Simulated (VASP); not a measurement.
# PbS in VASP: settings compared, part 2 of 2

VASP 6.6.1. Earlier steps stand in the parts before.

### 3 Single point, PBEsol (one atom moved)

Contents of INCAR:

```
PREC = Accurate ; ENCUT = 520
EDIFF = 1E-7 ; ISMEAR = 0
SIGMA = 0.05 ; LREAL = F
LASPH = T ; NELM = 100
ALGO = Normal ; ISIF = 2
LWAVE = F ; LCHARG = F
GGA = PS ; NBANDS = 17
```

Contents of KPOINTS:

```
regular mesh
0
Gamma
  10 10 10
```

Contents of POSCAR:

```
PbS
1.0
    0.0000000000      2.9650000000      2.9650000000
    2.9650000000      0.0000000000      2.9650000000
    2.9650000000      2.9650000000      0.0000000000
Pb S
1 1
Direct
   -0.0225497470      0.0097470489      0.0172613828
    0.5000000000      0.5000000000      0.5000000000
```

Potentials or basis: VASP PAW PBE potentials, release 64 (Pb_d, S).

Launch:

```bash
$ cat potpaw_PBE.64/Pb_d/POTCAR potpaw_PBE.64/S/POTCAR > POTCAR
$ mpirun -np 1 vasp_std > vasp.out
```

OUTCAR:

```text
PREC = Accurate
   ENCUT = 520
   EDIFF = 1E-7
   ISMEAR = 0
   LREAL = F
   LASPH = T
   NELM = 100
   ISIF = 2
   GGA = PS

 ion  position               nearest neighbor table
   1  0.977  0.010  0.017-   2 2.89   2 2.93   2 2.95   2 2.98   2 3.00   2 3.05
   2  0.500  0.500  0.500-   1 2.89   1 2.93   1 2.95   1 2.98   1 3.00   1 3.05

  LATTYP: Found a face centered cubic cell.
 ALAT       =     5.9300000000

  Lattice vectors:

 A1 = (   0.0000000000,   2.9650000000,   2.9650000000)
 A2 = (   2.9650000000,   0.0000000000,   2.9650000000)
 A3 = (   2.9650000000,   2.9650000000,   0.0000000000)

Analysis of symmetry for initial positions (statically):
=====================================================================
 Subroutine PRICEL returns:
 Original cell was already a primitive cell.

 Routine SETGRP: Setting up the symmetry group for a
 face centered cubic supercell.

 Subroutine GETGRP returns: Found  1 space group operations
 (whereof  1 operations were pure point group operations)
 out of a pool of 48 trial point group operations.

The static configuration has the point symmetry C_1 .

Analysis of symmetry for dynamics (positions and initial velocities):
=====================================================================
 Subroutine PRICEL returns:
 Original cell was already a primitive cell.

 Routine SETGRP: Setting up the symmetry group for a
 face centered cubic supercell.

 Subroutine GETGRP returns: Found  1 space group operations
 (whereof  1 operations were pure point group operations)
 out of a pool of 48 trial point group operations.

The dynamic configuration has the point symmetry C_1 .

 Subroutine INISYM returns: Found  1 space group operations
 (whereof  1 operations are pure point group operations),
 and found     1 'primitive' translations

----------------------------------------------------------------------------------------

                                     Primitive cell

  volume of cell :      52.1320

  direct lattice vectors                    reciprocal lattice vectors
     0.000000000  2.965000000  2.965000000    -0.168634064  0.168634064  0.168634064
     2.965000000  0.000000000  2.965000000     0.168634064 -0.168634064  0.168634064
     2.965000000  2.965000000  0.000000000     0.168634064  0.168634064 -0.168634064

  length of vectors
     4.193143212  4.193143212  4.193143212     0.292082767  0.292082767  0.292082767

  position of ions in fractional coordinates (direct lattice)
     0.977450253  0.009747049  0.017261383
     0.500000000  0.500000000  0.500000000

  ion indices of the primitive-cell ions
   primitive index   ion index
                 1           1
                 2           2

----------------------------------------------------------------------------------------

 KPOINTS: regular mesh

Automatic generation of k-mesh.
 Grid dimensions read from file:
 generate k-points for:   10   10   10

 Generating k-lattice:

  Cartesian coordinates                     Fractional coordinates (reciprocal lattice)
    -0.016863406  0.016863406  0.016863406     0.100000000  0.000000000  0.000000000
     0.016863406 -0.016863406  0.016863406     0.000000000  0.100000000  0.000000000
     0.016863406  0.016863406 -0.016863406     0.000000000  0.000000000  0.100000000

  Length of vectors
     0.029208277  0.029208277  0.029208277

  Shift w.r.t. Gamma in fractional coordinates (k-lattice)
     0.000000000  0.000000000  0.000000000

 Subroutine IBZKPT returns following result:
 ===========================================

 Found    504 irreducible k-points:

 Following reciprocal coordinates:
            Coordinates               Weight
  0.000000  0.000000  0.000000      1.000000
  0.100000  0.000000  0.000000      2.000000
  0.000000  0.100000  0.000000      2.000000
  0.000000  0.000000  0.100000      2.000000
  0.100000  0.100000  0.100000      2.000000
  0.200000  0.000000  0.000000      2.000000
[... 16 lines left out ...]
  0.000000  0.100000  0.100000      2.000000
  0.100000  0.000000  0.100000      2.000000
 [... further k-points ...]
   k-points           NKPTS =    504   k-points in BZ     NKDIM =    504   number of bands    NBANDS=     17
   number of dos      NEDOS =    301   number of ions     NIONS =      2
   total plane-waves  NPLWV =  32768
   dimension x,y,z NGX =    32 NGY =   32 NGZ =   32
   dimension x,y,z NGXF=    64 NGYF=   64 NGZF=   64
   ions per type =               1   1
   NGX,Y,Z   is equivalent  to a cutoff of  12.69, 12.69, 12.69 a.u.
   NGXF,Y,Z  is equivalent  to a cutoff of  25.37, 25.37, 25.37 a.u.
 SYSTEM =  unknown system
   PREC   = accura    normal or accurate (medium, high low for compatibility)
   ISTART =      0    job   : 0-new  1-cont  2-samecut
   ICHARG =      2    charge: 1-file 2-atom 10-const
   ISPIN  =      1    spin polarized calculation?
   LNONCOLLINEAR =      F non collinear calculations
   LSORBIT =      F    spin-orbit coupling
   LASPH  =      T    aspherical Exc in radial PAW
   ENCUT  =  520.0 eV  38.22 Ry    6.18 a.u.   7.80  7.80  7.80*2*pi/ulx,y,z
   NELM   =    100;   NELMIN=  2; NELMDL= -5     # of ELM steps
   EDIFF  = 0.1E-06   stopping-criterion for ELM
   LREAL  =      F    real-space projection
   EDIFFG = 0.1E-05   stopping-criterion for IOM
   NSW    =      0    number of steps for IOM
   IBRION =     -1    ionic relax: 0-MD 1-quasi-New 2-CG
   NFREE  =      0    steps in history (QN), initial steepest desc. (CG)
   ISIF   =      2    stress and relaxation
   ISYM   =      2    0-nonsym 1-usesym 2-fastsym
   POTIM  = 0.5000    time-step for ionic-motion
   TEBEG  =    0.0;   TEEND  =   0.0 temperature during run
   PSTRESS=    0.0 pullay stress
   NELECT =      20.0000    total number of electrons
   NUPDOWN=      -1.0000    fix difference up-down
   EMIN   =  10.00;   EMAX   =-10.00  energy-range for DOS
   EFERMI =   0.00;   METHOD = LEGACY
   ISMEAR =     0;   SIGMA  =   0.05  broadening in eV -4-tet -1-fermi 0-gaus
   EFERMI_NEDOS =   21; number of points for ismear=-14 and -15
   IALGO  =     38    algorithm
   IMIX   =      4    mixing-type and parameters
     AMIX     =   0.40;   BMIX     =  1.00
     AMIX_MAG =   1.60;   BMIX_MAG =  1.00
  volume/ion in A,a.u.               =      26.07       175.90
  Fermi-wavevector in a.u.,A,eV,Ry     =   1.189552  2.247928 19.252709  1.415034
  Thomas-Fermi vector in A             =   2.325657
   LORBIT       =      0    0 simple, 1 ext, 2 COOP (PROOUT), +10 PAW based schemes
   GGA     = PS    functional components
   LHFCALC =     F    Hartree Fock is set to
   AEXX    =    0.0000 exact exchange contribution
   IVDW    =     0    specifies the selected vdW correction
   LEPSILON=     F    determine dielectric tensor
   LRPA    =     F    only Hartree local field effects (RPA)
 non-spin polarized calculation
 Gauss-broadening in eV      SIGMA  =   0.05
  energy-cutoff  :      520.00
  volume of cell :       52.13
 maximum number of plane-waves:      1422
   NGX = 15   NGY = 15   NGZ = 15

 number of electron      20.0000000 magnetization

 Free energy of the ion-electron system (eV)
  ---------------------------------------------------
  ext. energy  EPLUGINS =         0.00000000
  ---------------------------------------------------
  free energy    TOTEN  =        -9.45356595 eV

  energy without entropy =       -9.45356593  energy(sigma->0) =       -9.45356594

 E-fermi :   5.8308     XC(G=0):  -9.8890

 val. band max:        5.6918832878   @ k =   0.5000   0.5000   0.5000
 cond. band min:       5.9700318150   @ k =   0.5000   0.5000   0.5000
 fundamental gap:      0.2781485272
 Fermi energy:         5.8308444590

 k-point     1 :       0.0000    0.0000    0.0000
  band No.  band energies     occupation
      1     -11.0428      2.00000
      2     -11.0415      2.00000
      3     -11.0413      2.00000
      4     -11.0296      2.00000
      5     -11.0295      2.00000
      6      -7.9222      2.00000
[... 9 lines left out ...]
     16      12.4180      0.00000
     17      14.1431      0.00000
[... 441 lines left out ...]
 k-point    24 :       0.1000    0.0000    0.1000
  band No.  band energies     occupation
      1     -11.0439      2.00000
      2     -11.0384      2.00000
      3     -11.0367      2.00000
      4     -11.0353      2.00000
      5     -11.0269      2.00000
      6      -7.8051      2.00000
[... 9 lines left out ...]
     16      13.1603      0.00000
     17      14.9233      0.00000

 [... further k-points ...]

------------------------ aborting loop because EDIFF is reached ----------------------------------------

  FORCE on cell =-STRESS in cart. coord.  units (eV):
  Direction    XX          YY          ZZ          XY          YZ          ZX
  --------------------------------------------------------------------------------------
  -------------------------------------------------------------------------------------
  Total       -0.1872767     -0.2683709     -0.2528964     -0.0044349      0.0021718     -0.0110386
  in kB       -5.7555943     -8.2478708     -7.7722931     -0.1362972      0.0667450     -0.3392504
  external PRESSURE =      -7.2585860 kB  Pullay stress =       0.0000000 kB

 VOLUME and BASIS-vectors are now :
 -----------------------------------------------------------------------------
  energy-cutoff  :      520.00
  volume of cell :       52.13
      direct lattice vectors                 reciprocal lattice vectors
     0.000000000  2.965000000  2.965000000    -0.168634064  0.168634064  0.168634064
     2.965000000  0.000000000  2.965000000     0.168634064 -0.168634064  0.168634064
     2.965000000  2.965000000  0.000000000     0.168634064  0.168634064 -0.168634064

 POSITION                                       TOTAL-FORCE (eV/Angst)
 -----------------------------------------------------------------------------------
      0.08008      2.94932      2.92704        -0.037402      0.007161      0.017705
      2.96500      2.96500      2.96500         0.037402     -0.007161     -0.017705
 -----------------------------------------------------------------------------------
    total drift:                               -0.000079      0.000022      0.000064

  FREE ENERGIE OF THE ION-ELECTRON SYSTEM (eV)
  ---------------------------------------------------
  free  energy   TOTEN  =        -9.4535659542 eV

  energy  without entropy=       -9.4535659264  energy(sigma->0) =       -9.45356594
```

OSZICAR:

```text
N       E                     dE             d eps       ncg     rms          rms(c)
DAV:   1     0.157321256483E+03    0.15732E+03   -0.96689E+03 17224   0.124E+03
DAV:   2     0.235991043945E+01   -0.15496E+03   -0.14926E+03 18322   0.317E+02
DAV:   3    -0.954591932843E+01   -0.11906E+02   -0.11792E+02 22214   0.917E+01
DAV:   4    -0.984551977850E+01   -0.29960E+00   -0.29929E+00 22148   0.158E+01
DAV:   5    -0.985618814203E+01   -0.10668E-01   -0.10667E-01 25484   0.291E+00    0.439E+00
DAV:   6    -0.945711595652E+01    0.39907E+00   -0.11385E+00 27521   0.761E+00    0.296E+00
DAV:   7    -0.945392402627E+01    0.31919E-02   -0.11021E-01 21243   0.170E+00    0.161E+00
DAV:   8    -0.945380093557E+01    0.12309E-03   -0.11505E-02 20487   0.108E+00    0.169E-01
DAV:   9    -0.945349222479E+01    0.30871E-03   -0.22707E-03 27854   0.374E-01    0.770E-02
DAV:  10    -0.945356607048E+01   -0.73846E-04   -0.19471E-04 20318   0.819E-02    0.372E-02
DAV:  11    -0.945356596280E+01    0.10768E-06   -0.18700E-05 24239   0.451E-02    0.979E-03
DAV:  12    -0.945356607295E+01   -0.11015E-06   -0.10524E-06 23974   0.108E-02    0.408E-03
DAV:  13    -0.945356596807E+01    0.10488E-06   -0.23018E-07 19218   0.314E-03    0.903E-04
DAV:  14    -0.945356595421E+01    0.13856E-07   -0.31021E-08 15166   0.127E-03
   1 F= -.94535660E+01 E0= -.94535659E+01  d E =-.278173E-07
```

stdout:

```text
POSCAR found type information on POSCAR PbS
 POSCAR found :  2 types and       2 ions
 scaLAPACK will be used
 -----------------------------------------------------------------------------
|                                                                             |
|                                                                             |
|     You enforced a specific xc type in the INCAR file but a different       |
|     I HOPE YOU KNOW WHAT YOU ARE DOING!                                     |
|                                                                             |
 -----------------------------------------------------------------------------

 LDA part: xc-table for (Slater+PW92), standard interpolation
 POSCAR, INCAR and KPOINTS ok, starting setup
 FFT: planning ... GRIDC
 FFT: planning ... GRID_SOFT
 FFT: planning ... GRID
 WAVECAR not read
 entering main loop
```

It took 2 min on 1 thread of Intel Xeon 6975P-C (Granite Rapids), shared host; peak memory 0.51 GiB.

What came out:

```
Free energy            : -9.4536 eV
Pressure               : -0.7 GPa
Largest force          : 0.042 eV/Å
Band gap on the k mesh : 0.28 eV, direct
```

Forces in eV/Å, atoms in the order of the input:
```
Pb  -0.037  0.007  0.018
S    0.037 -0.007 -0.018
```

Caveat: the cell differs from its parent crystal (one atom moved); the PAW data sets were made with another functional, which shifts forces and pressure a little; spin-orbit coupling is left out, which moves the levels of the heavy elements. A k mesh can miss the band edges.

### 4 Single point, PBEsol

This run uses another cell than the first one, of 25.72 Å³/atom, 0.929 times its volume.

Contents of INCAR:

```
SYSTEM = PbS
ALGO     = Normal         ! electronic algorithm
EDIFF    = 1E-6           ! SCF threshold, eV
ENCUT    = 520            ! plane-wave cutoff, eV
GGA      = PS             ! functional
ISIF     = 2              ! what is computed and relaxed
ISMEAR   = 0              ! smearing method
LASPH    = .True.         ! aspherical terms in the spheres
LCHARG   = .False.        ! write CHGCAR
LREAL    = .False.        ! projectors in reciprocal space
LWAVE    = .False.        ! write WAVECAR
NBANDS   = 17             ! bands
NELM     = 80             ! most SCF steps
PREC     = Accurate       ! precision mode
SIGMA    = 0.01           ! smearing width, eV
```

Contents of KPOINTS:

```
k-points
0
Gamma
  10 10 10
  0 0 0
```

Contents of POSCAR:

```
PbS
1.0
    0.0000000000      2.9517331959      2.9517331959
    2.9517331959      0.0000000000      2.9517331959
    2.9517331959      2.9517331959      0.0000000000
Pb S
1 1
Direct
    0.0000000000      0.0000000000      0.0000000000
    0.5000000000      0.5000000000      0.5000000000
```

Launch:

```bash
$ cat potpaw_PBE.64/Pb_d/POTCAR potpaw_PBE.64/S/POTCAR > POTCAR
$ mpirun -np 1 vasp_std > vasp.out
```

It took 22 s on 1 thread of Intel Xeon Platinum 8259CL at 2.50GHz (Skylake/Cascade Lake), shared host; peak memory 0.19 GiB.

Results (log left out):

- Free energy: -9.4568 eV
- Pressure: -0.1 GPa
- Band gap on the k mesh: 0.20 eV, direct

Levels at points of the mesh, in eV from the valence-band top:
```csv
k point,band 6,band 7,band 8,band 9,band 10,band 11,band 12,band 13,band 14,band 15
"(0.00, 0.00, 0.00)",-13.75,-6.05,-2.26,-2.26,-2.26,5.18,5.18,5.18,6.59,6.59
"(0.50, 0.00, 0.00)",-12.44,-9.00,-1.85,-1.85,0.00,0.20,1.85,1.85,8.49,10.05
"(0.50, 0.50, 0.00)",-11.98,-7.28,-5.40,-3.58,-3.58,3.64,5.56,5.68,5.68,11.17
```

Caveat: the PAW data sets were made with another functional, which shifts forces and pressure a little; spin-orbit coupling is left out, which moves the levels of the heavy elements. A k mesh can miss the band edges.

### 5 Relaxation of cell and atoms, PBEsol

This run uses another cell than the first one, of 26.07 Å³/atom, 0.941 times its volume.

Contents of INCAR:

```
SYSTEM = PbS
PREC = Accurate ; ENCUT = 600
EDIFF = 1E-6 ; ISMEAR = 0
SIGMA = 0.01 ; LREAL = .False.
LASPH = .True. ; NELM = 80
ALGO = Normal ; ISIF = 3
LWAVE = .False. ; LCHARG = .False.
GGA = PS ; IBRION = 2
NSW = 100 ; EDIFFG = -0.005
```

Contents of KPOINTS:

```
regular mesh
0
Gamma
  10 10 10
  0 0 0
```

Contents of POSCAR:

```
PbS
1.0
    0.0000000000      2.9650000000      2.9650000000
    2.9650000000      0.0000000000      2.9650000000
    2.9650000000      2.9650000000      0.0000000000
Pb S
1 1
Direct
    0.0000000000      0.0000000000      0.0000000000
    0.5000000000      0.5000000000      0.5000000000
```

Launch:

```bash
$ cat potpaw_PBE.64/Pb_d/POTCAR potpaw_PBE.64/S/POTCAR > POTCAR
$ mpirun -np 1 vasp_std > vasp.out
```

It took 63 s on 1 thread of Intel Xeon Platinum 8259CL at 2.50GHz (Skylake/Cascade Lake), shared host; peak memory 0.23 GiB.

It converged, with:

```yaml
Free_energy: -9.4573 eV
Relaxed_volume: 25.72 Å³/atom
Relaxed_cell: a = 4.175 Å, b = 4.175 Å, c = 4.175 Å, α = 60.00°, β = 60.00°, γ = 60.00°
Space_group_after_relaxing_to_0.05_Å: Fm-3m (No. 225)
Energy_gained_by_relaxing: 0.9 meV/atom
Ionic_steps: 3
Pressure_after_relaxing: 0.0 GPa
Band_gap_on_the_k_mesh: 0.20 eV, direct
```

Step by step:
| step | energy change (eV) | largest force (eV/Å) | pressure (GPa) | volume (Å³) |
| --- | --- | --- | --- | --- |
| 1 | 0.0000 | 0.0000 | -0.80 | 52.13 |
| 2 | -0.0014 | 0.0000 | 0.34 | 51.16 |
| 3 | -0.0017 | 0.0000 | 0.01 | 51.44 |

Final structure:
```
Pb S
1.0
     0.00000    2.95188    2.95188
     2.95188    0.00000    2.95188
     2.95188    2.95188    0.00000
Pb S
1 1
Direct
  0.00000 0.00000 0.00000
  0.50000 0.50000 0.50000
```

Levels at points of the mesh, in eV from the valence-band top:
| k point | band 6 | band 7 | band 8 | band 9 | band 10 | band 11 | band 12 | band 13 | band 14 |
| --- | --- | --- | --- | --- | --- | --- | --- | --- | --- |
| (0.00, 0.00, 0.00) | -13.75 | -6.05 | -2.26 | -2.26 | -2.26 | 5.18 | 5.18 | 5.18 | 6.59 |
| (0.50, 0.00, 0.00) | -12.44 | -9.00 | -1.85 | -1.85 | 0.00 | 0.20 | 1.85 | 1.85 | 8.49 |
| (0.50, 0.50, 0.00) | -11.98 | -7.28 | -5.39 | -3.57 | -3.57 | 3.64 | 5.56 | 5.68 | 5.68 |

Caveat: the PAW data sets were made with another functional, which shifts forces and pressure a little; spin-orbit coupling is left out, which moves the levels of the heavy elements. A k mesh can miss the band edges.

### 6 The runs side by side

```tsv
task	level	cell	cutoff (eV)	smearing	gap on the mesh (eV)	pressure (GPa)
single point	r2SCAN	a = 4.279 Å, angles 60.0°, 2 atoms	520	gaussian 0.05 eV	0.83	-2.1
single point	PBEsol	a = 4.193 Å, angles 60.0°, 2 atoms	520	gaussian 0.05 eV	0.28	-0.7
single point	PBEsol	a = 4.174 Å, angles 60.0°, 2 atoms	520	gaussian 0.01 eV	0.20	-0.1
relaxation of cell and atoms	PBEsol	relaxed from a = 4.193 Å, angles 60.0°, 2 atoms	600	gaussian 0.01 eV	0.20	0.0
```

Alike in all rows: potentials or basis VASP PAW PBE potentials, release 64 (Pb_d, S); no spin polarisation; k mesh 10 × 10 × 10.

Caveats: the PAW data sets were made with another functional, which shifts forces and pressure a little; spin-orbit coupling is left out, which moves the levels of the heavy elements.

Absolute energies hang on the potentials; compare differences alone.
